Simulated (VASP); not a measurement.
# TaN (P-62m) in VASP: a series of runs, part 2 of 2

VASP 6.6.1. Earlier steps stand in the parts before.

### 3 Relaxation of cell and atoms, r2SCAN, target pressure 30 GPa, at which the enthalpy is minimised

This run uses another cell than the first one, of 10.49 Å³/atom.

The input, POSCAR:

```
TaN
1.0
    5.0595451047      0.0000000000      0.0000000000
   -2.5297725524      4.3816945923      0.0000000000
    0.0000000000      0.0000000000      2.8394044376
Ta N
3 3
Direct
    0.3333333333      0.6666666667      0.5000000000
    0.6666666667      0.3333333333      0.5000000000
    0.0000000000      0.0000000000      0.0000000000
    0.3941853596      0.0000000000      0.0000000000
    0.6058146404      0.6058146404      0.0000000000
    0.0000000000      0.3941853596      0.0000000000
```

The input, INCAR.step1:

```
SYSTEM = TaN
PREC     = Accurate       ! precision mode
ENCUT    = 600            ! plane-wave cutoff, eV
ISMEAR   = 0              ! smearing method
SIGMA    = 0.1            ! smearing width, eV
LREAL    = .FALSE.        ! projectors in reciprocal space
LASPH    = .TRUE.         ! aspherical terms in the spheres
NELM     = 100            ! most SCF steps
GGA      = PE             ! functional
ALGO     = Normal         ! electronic algorithm
EDIFF    = 1E-4           ! SCF threshold, eV
LWAVE    = .TRUE.         ! write WAVECAR
LCHARG   = .FALSE.        ! write CHGCAR
LUSENCCL = .FALSE.
```

The input, INCAR.step2:

```
SYSTEM = TaN
PREC     = Accurate       ! precision mode
ENCUT    = 600            ! plane-wave cutoff, eV
EDIFF    = 1E-6           ! SCF threshold, eV
ISMEAR   = 0              ! smearing method
SIGMA    = 0.1            ! smearing width, eV
LREAL    = .FALSE.        ! projectors in reciprocal space
LASPH    = .TRUE.         ! aspherical terms in the spheres
NELM     = 100            ! most SCF steps
ALGO     = Normal         ! electronic algorithm
ISIF     = 3              ! what is computed and relaxed
LWAVE    = .FALSE.        ! write WAVECAR
LCHARG   = .FALSE.        ! write CHGCAR
METAGGA  = R2SCAN         ! meta-GGA
LMIXTAU  = .TRUE.       
IBRION   = 2              ! ionic algorithm
NSW      = 70             ! ionic steps
EDIFFG   = -0.008         ! ionic threshold
PSTRESS  = 300.0        
ISTART   = 1            
LUSENCCL = .FALSE.
```

The input, KPOINTS:

```
regular mesh
0
G
  12 12 12
  0 0 0
```

Potentials or basis: VASP PAW PBE potentials, release 64 (Ta_pv, N).

The run is started by

```console
$ cat potpaw_PBE.64/Ta_pv/POTCAR potpaw_PBE.64/N/POTCAR > POTCAR
$ cp INCAR.step1 INCAR
$ mpirun -np 1 vasp_std > vasp.out
$ cp INCAR.step2 INCAR
$ mpirun -np 1 vasp_std > vasp.out
```

Run time: 6.9 min. Hardware: 1 × NVIDIA H100 80GB with 1 thread of AMD EPYC 7R13 (Zen 3), shared host; peak memory 1.4 GiB.

The run converged. Its results:

- Free energy: -180.8640 eV
- Relaxed volume: 10.56 Å³/atom
- Relaxed cell: a = 5.068 Å, b = 5.068 Å, c = 2.849 Å, α = 90.00°, β = 90.00°, γ = 120.00°
- Space group after relaxing (to 0.1 Å): P-62m (No. 189)
- Energy change on relaxing (the run minimises the enthalpy): -13.8 meV/atom
- Ionic steps: 4
- Pressure after relaxing: 30.0 GPa
- Largest force after relaxing: 0.006 eV/Å
- Band gap on the k mesh: zero (bands 24 and 25 overlap by 3.51 eV)

Forces in eV/Å, atoms in the order of the input:
```
Ta   0.000  0.000  0.000
Ta   0.000  0.000  0.000
Ta   0.000  0.000  0.000
N    0.006  0.000  0.000
N   -0.003 -0.005  0.000
N   -0.003  0.005  0.000
```

Stress tensor (GPa, compression positive):
```
29.92  0.00  0.00
 0.00 29.92  0.00
 0.00  0.00 30.05
```

The path:
```csv
step,energy change (eV),largest force (eV/Å),pressure (GPa),volume (Å³)
1,0.0000,0.1829,33.22,62.95
2,-0.3175,0.1441,19.47,64.89
3,-0.0921,0.0990,29.74,63.41
4,-0.0827,0.0055,29.96,63.36
```

Final structure:
```
Ta N
1.0
     5.06778    0.00000    0.00000
    -2.53389    4.38883    0.00000
     0.00000    0.00000    2.84859
Ta N
3 3
Direct
  0.33333 0.66667 0.50000
  0.66667 0.33333 0.50000
  0.00000 0.00000 0.00000
  0.39549 0.00000 0.00000
  0.60451 0.60451 0.00000
  0.00000 0.39549 0.00000
```

Levels at points of the mesh, in eV from the Fermi level:
```
           k point  band 22  band 23  band 24  band 25  band 26  band 27
(0.00, 0.00, 0.00)    -3.80    -2.14    -1.14    -1.14     0.64     0.64
(0.50, 0.00, 0.00)    -4.43    -3.18    -2.96     1.44     2.03     2.15
(0.00, 0.00, 0.50)    -3.38    -3.38     2.01     2.17     2.17     2.55
(0.50, 0.00, 0.50)    -3.77    -2.33    -1.20     0.53     1.68     3.71
```

Caveat: the cell is relaxed towards a set pressure, so the run minimises the enthalpy, not the energy; the PAW data sets were made with another functional, which shifts forces and pressure a little; spin-orbit coupling is left out, which moves the levels of the heavy elements.

### 4 Relaxation of cell and atoms, r2SCAN, target pressure 15 GPa, at which the enthalpy is minimised

This run uses another cell than the first one, of 10.88 Å³/atom.

The input, POSCAR:

```
TaN
1.0
    5.1237122468      0.0000000000      0.0000000000
   -2.5618561234      4.4372649674      0.0000000000
    0.0000000000      0.0000000000      2.8720064717
Ta N
3 3
Direct
    0.3333333333      0.6666666667      0.5000000000
    0.6666666667      0.3333333333      0.5000000000
    0.0000000000      0.0000000000      0.0000000000
    0.3934008486      0.0000000000      0.0000000000
    0.6065991514      0.6065991514      0.0000000000
    0.0000000000      0.3934008486      0.0000000000
```

The input, INCAR.step1:

```
PREC = Accurate
ENCUT = 600
ISMEAR = 0
SIGMA = 0.1
LREAL = F
LASPH = T
NELM = 80
GGA = PE
ALGO = Normal
EDIFF = 1E-4
LWAVE = T
LCHARG = F
LUSENCCL = F
```

The input, INCAR.step2:

```
PREC = Accurate
ENCUT = 600
EDIFF = 1E-6
ISMEAR = 0
SIGMA = 0.1
LREAL = F
LASPH = T
NELM = 80
ALGO = Normal
ISIF = 3
LWAVE = F
LCHARG = F
METAGGA = R2SCAN
LMIXTAU = T
IBRION = 2
NSW = 70
EDIFFG = -0.008
PSTRESS = 150.0
ISTART = 1
LUSENCCL = F
```

The input, KPOINTS:

```
regular mesh
0
Gamma
  12 12 12
```

The run is started by

```console
$ cat potpaw_PBE.64/Ta_pv/POTCAR potpaw_PBE.64/N/POTCAR > POTCAR
$ cp INCAR.step1 INCAR
$ mpirun -np 1 vasp_std > vasp.out
$ cp INCAR.step2 INCAR
$ mpirun -np 1 vasp_std > vasp.out
```

Run time: 7.5 min. Hardware: 1 × NVIDIA H100 80GB with 1 thread of AMD EPYC 7R13 (Zen 3), shared host; peak memory 1.4 GiB.

Results (log left out):

| Property | Result |
| --- | --- |
| Free energy | -181.1855 eV |
| Relaxed volume | 10.94 Å³/atom |
| Relaxed cell | a = 5.133 Å, b = 5.133 Å, c = 2.878 Å, α = 90.00°, β = 90.00°, γ = 120.00° |
| Space group after relaxing (to 0.1 Å) | P-62m (No. 189) |
| Energy change on relaxing (the run minimises the enthalpy) | -6.2 meV/atom |
| Ionic steps | 5 |
| Pressure after relaxing | 15.0 GPa |
| Largest force after relaxing | 0.005 eV/Å |
| Band gap on the k mesh | zero (bands 24 and 25 overlap by 3.40 eV) |

Forces in eV/Å, atoms in the order of the input:
```
Ta   0.000  0.000  0.000
Ta   0.000  0.000  0.000
Ta   0.000  0.000  0.000
N    0.005  0.000  0.000
N   -0.003 -0.004  0.000
N   -0.003  0.004  0.000
```

Stress tensor (GPa, compression positive):
```
15.01  0.00  0.00
 0.00 15.01  0.00
 0.00  0.00 15.10
```

The path:
| step | energy change (eV) | largest force (eV/Å) | pressure (GPa) | volume (Å³) |
| --- | --- | --- | --- | --- |
| 1 | 0.0000 | 0.0968 | 17.37 | 65.30 |
| 2 | -0.1213 | 0.1028 | 8.22 | 66.83 |
| 3 | -0.0397 | 0.0430 | 14.93 | 65.69 |
| 4 | -0.0389 | 0.0441 | 14.98 | 65.68 |
| 5 | -0.0373 | 0.0050 | 15.04 | 65.66 |

Final structure:
```xyz
6
Lattice="5.1326 0.0000 0.0000 -2.5663 4.4450 0.0000 0.0000 0.0000 2.8780" Properties=species:S:1:pos:R:3 pbc="T T T"
Ta    0.0000    2.9633    1.4390
Ta    2.5663    1.4817    1.4390
Ta    0.0000    0.0000    2.8780
N     2.0222    0.0000    0.0000
N     1.5552    2.6937    2.8780
N     4.1215    1.7512    2.8780
```

Levels at points of the mesh, in eV from the Fermi level:
| k point | band 21 | band 22 | band 23 | band 24 | band 25 | band 26 | band 27 | band 28 |
| --- | --- | --- | --- | --- | --- | --- | --- | --- |
| (0.00, 0.00, 0.00) | -4.80 | -3.72 | -2.10 | -1.08 | -1.08 | 0.66 | 0.66 | 1.99 |
| (0.50, 0.00, 0.00) | -4.39 | -4.33 | -3.12 | -2.88 | 1.35 | 1.96 | 2.08 | 2.63 |
| (0.00, 0.00, 0.50) | -4.75 | -3.23 | -3.23 | 1.97 | 2.05 | 2.05 | 2.46 | 2.46 |
| (0.50, 0.00, 0.50) | -4.46 | -3.62 | -2.26 | -1.12 | 0.51 | 1.60 | 3.52 | 3.63 |

Caveat: the cell is relaxed towards a set pressure, so the run minimises the enthalpy, not the energy; the PAW data sets were made with another functional, which shifts forces and pressure a little; spin-orbit coupling is left out, which moves the levels of the heavy elements. Zero-point motion and thermal expansion aren't in these numbers.

### 5 Overview

```tsv
cell	gap on the mesh (eV)	pressure (GPa)	largest force (eV/Å)
relaxed to 60 GPa from a = 4.952, b = 4.952, c = 2.786 Å, angles 90.0, 90.0, 120.0°, 6 atoms, atomic positions A	none	60.0	-
relaxed to 30 GPa from a = 5.060, b = 5.060, c = 2.839 Å, angles 90.0, 90.0, 120.0°, 6 atoms, atomic positions B	none	30.0	0.01
relaxed to 15 GPa from a = 5.124, b = 5.124, c = 2.872 Å, angles 90.0, 90.0, 120.0°, 6 atoms, atomic positions C	none	15.0	0.01
```

Alike in all rows: task relaxation of cell and atoms; level r2SCAN; potentials or basis VASP PAW PBE potentials, release 64 (Ta_pv, N); no spin polarisation; k mesh 12 × 12 × 12; cutoff (eV) 600; smearing gaussian 0.1 eV.

Caveats: the cell is relaxed towards a set pressure, so the run minimises the enthalpy, not the energy; the PAW data sets were made with another functional, which shifts forces and pressure a little; spin-orbit coupling is left out, which moves the levels of the heavy elements.

Total energies depend on the potentials used, so only differences within one code and one set of settings carry meaning.
